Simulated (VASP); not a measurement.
# CuAu (P4/mmm) in VASP: single point with PBEsol

Aim: the single point of CuAu with PBEsol.

All numbers are computed with VASP 6.6.1; they aren't measurements. Logs are shortened: lines on timing, memory, paths and dates and some standing lists are left out, and cuts for length are marked.

### 1 The cell of the first run

It takes space group P4/mmm (No. 123, tetragonal). The conventional cell has a = 2.837 Å, b = 2.837 Å, c = 3.718 Å, α = 90.00°, β = 90.00°, γ = 90.00°. Cu (site symmetry 4/mmm) has 8 Au at 2.74 Å and 4 Cu at 2.84 Å within 3.6 Å. Within 3.6 Å of Au (site symmetry 4/mmm) lie 8 Cu at 2.74 Å and 4 Au at 2.84 Å.

### 2 Single point, PBEsol (volume scaled by 1.04)

The input, INCAR:

```
SYSTEM = CuAu
ALGO = Normal ; EDIFF = 1E-6
ENCUT = 520 ; GGA = PS
ISIF = 2 ; ISMEAR = -1
LASPH = .True. ; LCHARG = .False.
LREAL = .False. ; LWAVE = .False.
NBANDS = 18 ; NELM = 80
PREC = Accurate ; SIGMA = 0.05
```

The input, KPOINTS:

```
k-points
0
Gamma
  13 13 10
  0 0 0
```

The input, POSCAR:

```
CuAu
1.0
    2.8368463307      0.0000000000      0.0000000000
    0.0000000000      2.8368463307      0.0000000000
    0.0000000000      0.0000000000      3.7182950120
Cu Au
1 1
Direct
    0.5000000000      0.5000000000      0.5000000000
    0.0000000000      0.0000000000      0.0000000000
```

Potentials or basis: VASP PAW PBE potentials, release 64 (Cu, Au).

Run with:

```
> cat potpaw_PBE.64/Cu/POTCAR potpaw_PBE.64/Au/POTCAR > POTCAR
> mpirun -np 1 vasp_std > vasp.out
```

OUTCAR:

```text
SYSTEM = CuAu
   EDIFF = 1E-6
   ENCUT = 520
   GGA = PS
   ISIF = 2
   ISMEAR = -1
   LASPH = .True.
   LREAL = .False.
   NELM = 80
   PREC = Accurate

 ion  position               nearest neighbor table
   1  0.500  0.500  0.500-   2 2.74   2 2.74   2 2.74   2 2.74   2 2.74   2 2.74   2 2.74   2 2.74

   2  0.000  0.000  0.000-   1 2.74   1 2.74   1 2.74   1 2.74   1 2.74   1 2.74   1 2.74   1 2.74

  LATTYP: Found a simple tetragonal cell.
 ALAT       =     2.8368463307
 C/A-ratio  =     1.3107142857

  Lattice vectors:

 A1 = (   2.8368463307,   0.0000000000,   0.0000000000)
 A2 = (   0.0000000000,   2.8368463307,   0.0000000000)
 A3 = (   0.0000000000,   0.0000000000,   3.7182950120)

Analysis of symmetry for initial positions (statically):
=====================================================================
 Subroutine PRICEL returns:
 Original cell was already a primitive cell.

 Routine SETGRP: Setting up the symmetry group for a
 simple tetragonal supercell.

 Subroutine GETGRP returns: Found 16 space group operations
 (whereof 16 operations were pure point group operations)
 out of a pool of 16 trial point group operations.

The static configuration has the point symmetry D_4h.

Analysis of symmetry for dynamics (positions and initial velocities):
=====================================================================
 Subroutine PRICEL returns:
 Original cell was already a primitive cell.

 Routine SETGRP: Setting up the symmetry group for a
 simple tetragonal supercell.

 Subroutine GETGRP returns: Found 16 space group operations
 (whereof 16 operations were pure point group operations)
 out of a pool of 16 trial point group operations.

The dynamic configuration has the point symmetry D_4h.

 Subroutine INISYM returns: Found 16 space group operations
 (whereof 16 operations are pure point group operations),
 and found     1 'primitive' translations

----------------------------------------------------------------------------------------

                                     Primitive cell

  volume of cell :      29.9237

  direct lattice vectors                    reciprocal lattice vectors
     2.836846331  0.000000000  0.000000000     0.352504113  0.000000000  0.000000000
     0.000000000  2.836846331  0.000000000     0.000000000  0.352504113  0.000000000
     0.000000000  0.000000000  3.718295012     0.000000000  0.000000000  0.268940468

  length of vectors
[... 75 lines left out ...]
   ICHARG =      2    charge: 1-file 2-atom 10-const
   ISPIN  =      1    spin polarized calculation?
   LNONCOLLINEAR =      F non collinear calculations
   LSORBIT =      F    spin-orbit coupling
   LASPH  =      T    aspherical Exc in radial PAW
   ENCUT  =  520.0 eV  38.22 Ry    6.18 a.u.   5.27  5.27  6.91*2*pi/ulx,y,z
   NELM   =     80;   NELMIN=  2; NELMDL= -5     # of ELM steps
   EDIFF  = 0.1E-05   stopping-criterion for ELM
   LREAL  =      F    real-space projection
   EDIFFG = 0.1E-04   stopping-criterion for IOM
   NSW    =      0    number of steps for IOM
   IBRION =     -1    ionic relax: 0-MD 1-quasi-New 2-CG
   NFREE  =      0    steps in history (QN), initial steepest desc. (CG)
   ISIF   =      2    stress and relaxation
   ISYM   =      2    0-nonsym 1-usesym 2-fastsym
   POTIM  = 0.5000    time-step for ionic-motion
   TEBEG  =    0.0;   TEEND  =   0.0 temperature during run
   PSTRESS=    0.0 pullay stress
   NELECT =      22.0000    total number of electrons
   NUPDOWN=      -1.0000    fix difference up-down
   EMIN   =  10.00;   EMAX   =-10.00  energy-range for DOS
   EFERMI =   0.00;   METHOD = LEGACY
   ISMEAR =    -1;   SIGMA  =   0.05  broadening in eV -4-tet -1-fermi 0-gaus
   EFERMI_NEDOS =   21; number of points for ismear=-14 and -15
   IALGO  =     38    algorithm
   IMIX   =      4    mixing-type and parameters
     AMIX     =   0.40;   BMIX     =  1.00
     AMIX_MAG =   1.60;   BMIX_MAG =  1.00
  volume/ion in A,a.u.               =      14.96       100.97
  Fermi-wavevector in a.u.,A,eV,Ry     =   1.477556  2.792176 29.703848  2.183171
  Thomas-Fermi vector in A             =   2.591945
   LORBIT       =      0    0 simple, 1 ext, 2 COOP (PROOUT), +10 PAW based schemes
   GGA     = PS    functional components
   LHFCALC =     F    Hartree Fock is set to
   AEXX    =    0.0000 exact exchange contribution
   IVDW    =     0    specifies the selected vdW correction
   LEPSILON=     F    determine dielectric tensor
   LRPA    =     F    only Hartree local field effects (RPA)
 non-spin polarized calculation
  energy-cutoff  :      520.00
  volume of cell :       29.92
 maximum number of plane-waves:       822
 NGX is ok and might be reduce to    24
   NGX = 11   NGY = 11   NGZ = 13

 number of electron      22.0000011 magnetization

 Free energy of the ion-electron system (eV)
  ---------------------------------------------------
  ext. energy  EPLUGINS =         0.00000000
  ---------------------------------------------------
  free energy    TOTEN  =        -8.32196953 eV

  energy without entropy =       -8.31741939  energy(sigma->0) =       -8.31969446

 E-fermi :   8.1683     XC(G=0): -12.6745

 val. band max:        8.1586117443   @ k =   0.4615   0.1538   0.4000
 cond. band min:       8.1810828128   @ k =   0.4615   0.3846   0.1000
 fundamental gap:      0.0224710685
 Fermi energy:         8.1683302647

 k-point     1 :       0.0000    0.0000    0.0000
  band No.  band energies     occupation
      1      -1.4271      2.00000
      2       1.7407      2.00000
      3       1.9049      2.00000
      4       4.1982      2.00000
      5       4.1982      2.00000
      6       5.2107      2.00000
[... 481 lines left out ...]
      5       4.3524      2.00000
      6       5.4592      2.00000
[... 10 lines left out ...]
     17      21.0101      0.00000
     18      21.2204      0.00000

 [... further k-points ...]
[... 5 lines left out ...]
  --------------------------------------------------------------------------------------
  -------------------------------------------------------------------------------------
  Total       -1.4581004     -1.4581004     -1.3287600      0.0000000     -0.0000000      0.0000000
  in kB      -78.0697059    -78.0697059    -71.1445557      0.0000000     -0.0000000      0.0000000
  external PRESSURE =     -75.7613225 kB  Pullay stress =       0.0000000 kB

 VOLUME and BASIS-vectors are now :
 -----------------------------------------------------------------------------
  energy-cutoff  :      520.00
  volume of cell :       29.92
      direct lattice vectors                 reciprocal lattice vectors
     2.836846331  0.000000000  0.000000000     0.352504113  0.000000000  0.000000000
     0.000000000  2.836846331  0.000000000     0.000000000  0.352504113  0.000000000
     0.000000000  0.000000000  3.718295012     0.000000000  0.000000000  0.268940468

 POSITION                                       TOTAL-FORCE (eV/Angst)
 -----------------------------------------------------------------------------------
      1.41842      1.41842      1.85915         0.000000      0.000000      0.000000
      0.00000      0.00000      0.00000         0.000000      0.000000      0.000000
 -----------------------------------------------------------------------------------
    total drift:                                0.000000      0.000000     -0.000000

  FREE ENERGIE OF THE ION-ELECTRON SYSTEM (eV)
  ---------------------------------------------------
  free  energy   TOTEN  =        -8.3219695303 eV

  energy  without entropy=       -8.3174193937  energy(sigma->0) =       -8.31969446
```

stdout:

```text
POSCAR found type information on POSCAR CuAu
 POSCAR found :  2 types and       2 ions
 scaLAPACK will be used
 -----------------------------------------------------------------------------
|                                                                             |
|                                                                             |
|     You enforced a specific xc type in the INCAR file but a different       |
|     I HOPE YOU KNOW WHAT YOU ARE DOING!                                     |
|                                                                             |
 -----------------------------------------------------------------------------

 LDA part: xc-table for (Slater+PW92), standard interpolation
 POSCAR, INCAR and KPOINTS ok, starting setup
 FFT: planning ... GRIDC
 FFT: planning ... GRID_SOFT
 FFT: planning ... GRID
 WAVECAR not read
 entering main loop
```

It took 54 s on 1 thread of Intel Xeon 6975P-C, shared host; peak memory 0.22 GiB.

Results:

| Quantity | Value |
| --- | --- |
| Free energy | -8.3220 eV |
| Pressure | -7.6 GPa |
| Band gap on the k mesh | zero (band 11 reaches 12.43 eV, above the bottom of band 12 at 6.24 eV) |

Stress tensor (GPa, compression positive):
```
-7.81  0.00  0.00
 0.00 -7.81  0.00
 0.00  0.00 -7.11
```

Caveat: the PAW data sets were made with another functional, which shifts forces and pressure a little; spin-orbit coupling is left out, which moves the levels of the heavy elements.
